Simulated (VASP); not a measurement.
A run of VASP 6.6.1 is set up as follows.

The input POSCAR:

```
GaN
1.0
    3.1830885733      0.0000000000      0.0000000000
   -1.5915442866      2.7566355670      0.0000000000
    0.0000000000      0.0000000000      5.1835152980
Ga N
2 2
Direct
    0.3333333333      0.6666666667      0.0000106776
    0.6666666667      0.3333333333      0.5000106776
    0.3333333333      0.6666666667      0.3767893224
    0.6666666667      0.3333333333      0.8767893224
```

File INCAR.step1:

```
SYSTEM = GaN
PREC     = Accurate       ! precision mode
ENCUT    = 910            ! plane-wave cutoff, eV
ISMEAR   = 0              ! smearing method
SIGMA    = 0.01           ! smearing width, eV
LREAL    = .FALSE.        ! projectors in reciprocal space
LASPH    = .TRUE.         ! aspherical terms in the spheres
NELM     = 120            ! most SCF steps
NBANDS   = 26             ! bands
GGA      = PE             ! functional
ALGO     = Normal         ! electronic algorithm
EDIFF    = 1E-5           ! SCF threshold, eV
LWAVE    = .TRUE.         ! write WAVECAR
LCHARG   = .FALSE.        ! write CHGCAR
GGA_COMPAT= .FALSE.
```

Contents of INCAR.step2:

```
SYSTEM = GaN
PREC     = Accurate       ! precision mode
ENCUT    = 910            ! plane-wave cutoff, eV
EDIFF    = 1E-6           ! SCF threshold, eV
ISMEAR   = 0              ! smearing method
SIGMA    = 0.01           ! smearing width, eV
LREAL    = .FALSE.        ! projectors in reciprocal space
LASPH    = .TRUE.         ! aspherical terms in the spheres
NELM     = 120            ! most SCF steps
ALGO     = Normal         ! electronic algorithm
ISIF     = 2              ! what is computed and relaxed
LWAVE    = .FALSE.        ! write WAVECAR
LCHARG   = .FALSE.        ! write CHGCAR
METAGGA  = R2SCAN         ! meta-GGA
LMIXTAU  = .TRUE.       
NBANDS   = 26             ! bands
ISTART   = 1            
GGA_COMPAT= .FALSE.
```

File KPOINTS:

```
Automatic mesh
0
G
  8 8 5
  0 0 0
```

Potentials or basis: VASP PAW PBE potentials, release 64 (Ga_d, N_h).

Command:

```console
$ cat potpaw_PBE.64/Ga_d/POTCAR potpaw_PBE.64/N_h/POTCAR > POTCAR
$ cp INCAR.step1 INCAR
$ mpirun -np 1 vasp_std > vasp.out
$ cp INCAR.step2 INCAR
$ mpirun -np 1 vasp_std > vasp.out
```

Q: Estimate the largest force.

A: 0.004 eV/Å.

Q: What does it give for the pressure?

A: 1.0 GPa.

Q: What does it give for the band gap on the k mesh?

A: 2.34 eV.

Forces in eV/Å, atoms in the order of the input:
```
Ga   0.000  0.000  0.004
Ga   0.000  0.000  0.004
N    0.000  0.000 -0.004
N    0.000  0.000 -0.004
```

Caveat: the cutoff is under 1.25 times the usual one of these potentials, so pressure, stress and relaxed cells hold a basis-set (Pulay) error; the PAW data sets were made with another functional, which shifts forces and pressure a little.
